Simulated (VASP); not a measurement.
# Na2S (Fm-3m) in VASP: single point with r2SCAN

Aim: the single point of Na2S with r2SCAN.

Program: VASP 6.6.1. These are calculated values, not measurements. Logs are shortened: lines on timing, memory, paths and dates and some standing lists are left out, and cuts for length are marked.

## 1. The cell of the first run

It takes space group Fm-3m (No. 225, cubic). Conventional cell: a = 6.547 Å, b = 6.547 Å, c = 6.547 Å, α = 90.00°, β = 90.00°, γ = 90.00°. Na (site symmetry -43m) has 4 S at 2.83 Å and 6 Na at 3.27 Å within 3.7 Å. Within 3.7 Å of S (site symmetry m-3m) lie 8 Na at 2.83 Å.

## 2. Single point, r2SCAN

POSCAR reads:

```
Na2S
1.0
    0.0000000000      3.2735000000      3.2735000000
    3.2735000000      0.0000000000      3.2735000000
    3.2735000000      3.2735000000      0.0000000000
Na S
2 1
Direct
    0.2500000000      0.2500000000      0.2500000000
    0.7500000000      0.7500000000      0.7500000000
    0.0000000000      0.0000000000      0.0000000000
```

INCAR.step1 reads:

```
PREC     = Accurate       # precision mode
ENCUT    = 550            # plane-wave cutoff, eV
ISMEAR   = 0              # smearing method
SIGMA    = 0.01           # smearing width, eV
LREAL    = False          # projectors in reciprocal space
LASPH    = True           # aspherical terms in the spheres
NELM     = 120            # most SCF steps
NBANDS   = 17             # bands
GGA      = PE             # functional
ALGO     = Normal         # electronic algorithm
EDIFF    = 1E-5           # SCF threshold, eV
LWAVE    = True           # write WAVECAR
LCHARG   = False          # write CHGCAR
GGA_COMPAT= False
```

INCAR.step2 reads:

```
PREC     = Accurate       # precision mode
ENCUT    = 550            # plane-wave cutoff, eV
EDIFF    = 1E-6           # SCF threshold, eV
ISMEAR   = 0              # smearing method
SIGMA    = 0.01           # smearing width, eV
LREAL    = False          # projectors in reciprocal space
LASPH    = True           # aspherical terms in the spheres
NELM     = 120            # most SCF steps
ALGO     = Normal         # electronic algorithm
ISIF     = 2              # what is computed and relaxed
LWAVE    = False          # write WAVECAR
LCHARG   = False          # write CHGCAR
METAGGA  = R2SCAN         # meta-GGA
LMIXTAU  = True         
NBANDS   = 17             # bands
ISTART   = 1            
GGA_COMPAT= False
```

KPOINTS reads:

```
Automatic mesh
0
Gamma
  3 3 3
```

Potentials or basis: VASP PAW PBE potentials, release 64 (Na_pv, S).

Run with:

```bash
> cat potpaw_PBE.64/Na_pv/POTCAR potpaw_PBE.64/S/POTCAR > POTCAR
> cp INCAR.step1 INCAR
> mpirun -np 1 vasp_std > vasp.out
> cp INCAR.step2 INCAR
> mpirun -np 1 vasp_std > vasp.out
```

OUTCAR:

```text
PREC = Accurate
   ENCUT = 550
   EDIFF = 1E-6
   ISMEAR = 0
   LREAL = False
   LASPH = True
   NELM = 120
   ISIF = 2
   METAGGA = R2SCAN
   ISTART = 1

 ion  position               nearest neighbor table
   1  0.250  0.250  0.250-
   2  0.750  0.750  0.750-
   3  0.000  0.000  0.000-

  LATTYP: Found a face centered cubic cell.
 ALAT       =     6.5470000000

  Lattice vectors:

 A1 = (   0.0000000000,   3.2735000000,   3.2735000000)
 A2 = (   3.2735000000,   0.0000000000,   3.2735000000)
 A3 = (   3.2735000000,   3.2735000000,   0.0000000000)

Analysis of symmetry for initial positions (statically):
=====================================================================
 Subroutine PRICEL returns:
 Original cell was already a primitive cell.

 Routine SETGRP: Setting up the symmetry group for a
 face centered cubic supercell.

 Subroutine GETGRP returns: Found 48 space group operations
 (whereof 48 operations were pure point group operations)
 out of a pool of 48 trial point group operations.

The static configuration has the point symmetry O_h .

Analysis of symmetry for dynamics (positions and initial velocities):
=====================================================================
 Subroutine PRICEL returns:
 Original cell was already a primitive cell.

 Routine SETGRP: Setting up the symmetry group for a
 face centered cubic supercell.

 Subroutine GETGRP returns: Found 48 space group operations
 (whereof 48 operations were pure point group operations)
 out of a pool of 48 trial point group operations.

The dynamic configuration has the point symmetry O_h .

 Subroutine INISYM returns: Found 48 space group operations
 (whereof 48 operations are pure point group operations),
 and found     1 'primitive' translations

----------------------------------------------------------------------------------------

                                     Primitive cell

  volume of cell :      70.1564

  direct lattice vectors                    reciprocal lattice vectors
     0.000000000  3.273500000  3.273500000    -0.152741714  0.152741714  0.152741714
     3.273500000  0.000000000  3.273500000     0.152741714 -0.152741714  0.152741714
     3.273500000  3.273500000  0.000000000     0.152741714  0.152741714 -0.152741714

  length of vectors
     4.629428096  4.629428096  4.629428096     0.264556409  0.264556409  0.264556409

  position of ions in fractional coordinates (direct lattice)
     0.250000000  0.250000000  0.250000000
     0.750000000  0.750000000  0.750000000
     0.000000000  0.000000000  0.000000000

  ion indices of the primitive-cell ions
   primitive index   ion index
                 1           1
                 2           2
                 3           3

----------------------------------------------------------------------------------------

 KPOINTS: Automatic mesh

Automatic generation of k-mesh.
 Grid dimensions read from file:
 generate k-points for:    3    3    3

 Generating k-lattice:

  Cartesian coordinates                     Fractional coordinates (reciprocal lattice)
    -0.050913905  0.050913905  0.050913905     0.333333333  0.000000000  0.000000000
     0.050913905 -0.050913905  0.050913905     0.000000000  0.333333333  0.000000000
     0.050913905  0.050913905 -0.050913905     0.000000000  0.000000000  0.333333333

  Length of vectors
     0.088185470  0.088185470  0.088185470

  Shift w.r.t. Gamma in fractional coordinates (k-lattice)
     0.000000000  0.000000000  0.000000000

 Subroutine IBZKPT returns following result:
 ===========================================

 Found      4 irreducible k-points:

 Following reciprocal coordinates:
            Coordinates               Weight
  0.000000  0.000000  0.000000      1.000000
  0.333333  0.000000  0.000000      8.000000
  0.333333  0.333333  0.000000      6.000000
 -0.333333  0.333333  0.000000     12.000000
   k-points           NKPTS =      4   k-points in BZ     NKDIM =      4   number of bands    NBANDS=     17
   number of dos      NEDOS =    301   number of ions     NIONS =      3
   total plane-waves  NPLWV =  46656
   dimension x,y,z NGX =    36 NGY =   36 NGZ =   36
   dimension x,y,z NGXF=    72 NGYF=   72 NGZF=   72
   ions per type =               2   1
   NGX,Y,Z   is equivalent  to a cutoff of  12.93, 12.93, 12.93 a.u.
   NGXF,Y,Z  is equivalent  to a cutoff of  25.86, 25.86, 25.86 a.u.
 SYSTEM =  unknown system
   PREC   = accura    normal or accurate (medium, high low for compatibility)
   ISTART =      1    job   : 0-new  1-cont  2-samecut
   ICHARG =      0    charge: 1-file 2-atom 10-const
   ISPIN  =      1    spin polarized calculation?
   LNONCOLLINEAR =      F non collinear calculations
   LSORBIT =      F    spin-orbit coupling
   LASPH  =      T    aspherical Exc in radial PAW
   ENCUT  =  550.0 eV  40.42 Ry    6.36 a.u.   8.85  8.85  8.85*2*pi/ulx,y,z
   NELM   =    120;   NELMIN=  2; NELMDL=  0     # of ELM steps
   EDIFF  = 0.1E-05   stopping-criterion for ELM
   LREAL  =      F    real-space projection
   EDIFFG = 0.1E-04   stopping-criterion for IOM
   NSW    =      0    number of steps for IOM
   IBRION =     -1    ionic relax: 0-MD 1-quasi-New 2-CG
   NFREE  =      0    steps in history (QN), initial steepest desc. (CG)
   ISIF   =      2    stress and relaxation
   ISYM   =      2    0-nonsym 1-usesym 2-fastsym
   POTIM  = 0.5000    time-step for ionic-motion
   TEBEG  =    0.0;   TEEND  =   0.0 temperature during run
   PSTRESS=    0.0 pullay stress
   NELECT =      20.0000    total number of electrons
   NUPDOWN=      -1.0000    fix difference up-down
   EMIN   =  10.00;   EMAX   =-10.00  energy-range for DOS
   EFERMI =   0.00;   METHOD = LEGACY
   ISMEAR =     0;   SIGMA  =   0.01  broadening in eV -4-tet -1-fermi 0-gaus
   EFERMI_NEDOS =   21; number of points for ismear=-14 and -15
   IALGO  =     38    algorithm
   IMIX   =      4    mixing-type and parameters
     AMIX     =   0.40;   BMIX     =  1.00
     AMIX_MAG =   1.60;   BMIX_MAG =  1.00
  volume/ion in A,a.u.               =      23.39       157.81
  Fermi-wavevector in a.u.,A,eV,Ry     =   1.077447  2.036079 15.794888  1.160892
  Thomas-Fermi vector in A             =   2.213359
   LORBIT       =      0    0 simple, 1 ext, 2 COOP (PROOUT), +10 PAW based schemes
   METAGGA = R2SCAN    functional components
   LHFCALC =     F    Hartree Fock is set to
   AEXX    =    0.0000 exact exchange contribution
   IVDW    =     0    specifies the selected vdW correction
   LEPSILON=     F    determine dielectric tensor
   LRPA    =     F    only Hartree local field effects (RPA)
 non-spin polarized calculation
 Gauss-broadening in eV      SIGMA  =   0.01
  energy-cutoff  :      550.00
  volume of cell :       70.16
 maximum number of plane-waves:      2085
   NGX = 17   NGY = 17   NGZ = 17

 number of electron      19.9999989 magnetization

 Free energy of the ion-electron system (eV)
  ---------------------------------------------------
  ext. energy  EPLUGINS =         0.00000000
  ---------------------------------------------------
  free energy    TOTEN  =       -18.94143079 eV

  energy without entropy =      -18.94143079  energy(sigma->0) =      -18.94143079

 E-fermi :  -0.0432     XC(G=0):  -8.2462

 val. band max:       -0.1210951289   @ k =   0.0000   0.0000   0.0000
 cond. band min:       2.9196188288   @ k =   0.0000   0.0000   0.0000
 fundamental gap:      3.0407139578
 Fermi energy:        -0.0431777443

 k-point     1 :       0.0000    0.0000    0.0000
  band No.  band energies     occupation
      1     -23.2107      2.00000
      2     -23.2107      2.00000
      3     -23.2107      2.00000
      4     -23.1614      2.00000
      5     -23.1614      2.00000
      6     -23.1614      2.00000
[... 9 lines left out ...]
     16       9.6871      0.00000
     17      11.7025      0.00000

 k-point     2 :       0.3333    0.0000    0.0000
  band No.  band energies     occupation
      1     -23.2026      2.00000
      2     -23.1990      2.00000
      3     -23.1990      2.00000
      4     -23.1785      2.00000
      5     -23.1743      2.00000
      6     -23.1743      2.00000
[... 9 lines left out ...]
     16      10.2636      0.00000
     17      10.9693      0.00000

 k-point     3 :       0.3333    0.3333    0.0000
  band No.  band energies     occupation
      1     -23.2187      2.00000
      2     -23.2187      2.00000
      3     -23.2174      2.00000
      4     -23.1640      2.00000
      5     -23.1562      2.00000
      6     -23.1562      2.00000
[... 9 lines left out ...]
     16      11.1782      0.00000
     17      13.3195      0.00000

 k-point     4 :      -0.3333    0.3333    0.0000
  band No.  band energies     occupation
      1     -23.2293      2.00000
      2     -23.2091      2.00000
      3     -23.2063      2.00000
      4     -23.1705      2.00000
      5     -23.1685      2.00000
      6     -23.1515      2.00000
[... 9 lines left out ...]
     16      10.6332      0.00000
     17      13.7797      0.00000

------------------------ aborting loop because EDIFF is reached ----------------------------------------

  FORCE on cell =-STRESS in cart. coord.  units (eV):
  Direction    XX          YY          ZZ          XY          YZ          ZX
  --------------------------------------------------------------------------------------
  -------------------------------------------------------------------------------------
  Total       -0.2387006     -0.2387006     -0.2387006     -0.0000000      0.0000000     -0.0000000
  in kB       -5.4512615     -5.4512615     -5.4512615     -0.0000000      0.0000000     -0.0000000
  external PRESSURE =      -5.4512615 kB  Pullay stress =       0.0000000 kB

 VOLUME and BASIS-vectors are now :
 -----------------------------------------------------------------------------
  energy-cutoff  :      550.00
  volume of cell :       70.16
      direct lattice vectors                 reciprocal lattice vectors
     0.000000000  3.273500000  3.273500000    -0.152741714  0.152741714  0.152741714
     3.273500000  0.000000000  3.273500000     0.152741714 -0.152741714  0.152741714
     3.273500000  3.273500000  0.000000000     0.152741714  0.152741714 -0.152741714

 POSITION                                       TOTAL-FORCE (eV/Angst)
 -----------------------------------------------------------------------------------
      1.63675      1.63675      1.63675         0.000000      0.000000     -0.000000
      4.91025      4.91025      4.91025        -0.000000     -0.000000      0.000000
      0.00000      0.00000      0.00000        -0.000000      0.000000     -0.000000
 -----------------------------------------------------------------------------------
    total drift:                                0.000000      0.000000      0.000000

  FREE ENERGIE OF THE ION-ELECTRON SYSTEM (eV)
  ---------------------------------------------------
  free  energy   TOTEN  =       -18.9414307942 eV

  energy  without entropy=      -18.9414307942  energy(sigma->0) =      -18.94143079
```

It took 18 s on 1 thread of Intel Xeon 6975P-C (Granite Rapids), shared host; peak memory 0.2 GiB.

What came out:

* Free energy: -18.9414 eV
* Pressure: -0.5 GPa
* Band gap on the k mesh: 3.04 eV, direct

Levels at points of the mesh, in eV from the valence-band top:
| k point | band 7 | band 8 | band 9 | band 10 | band 11 | band 12 | band 13 | band 14 |
| --- | --- | --- | --- | --- | --- | --- | --- | --- |
| (0.00, 0.00, 0.00) | -10.55 | 0.00 | 0.00 | 0.00 | 3.04 | 8.39 | 8.39 | 8.39 |

Caveat: the k points lie up to 0.55 Å⁻¹ apart; the PAW data sets were made with another functional, which shifts forces and pressure a little.
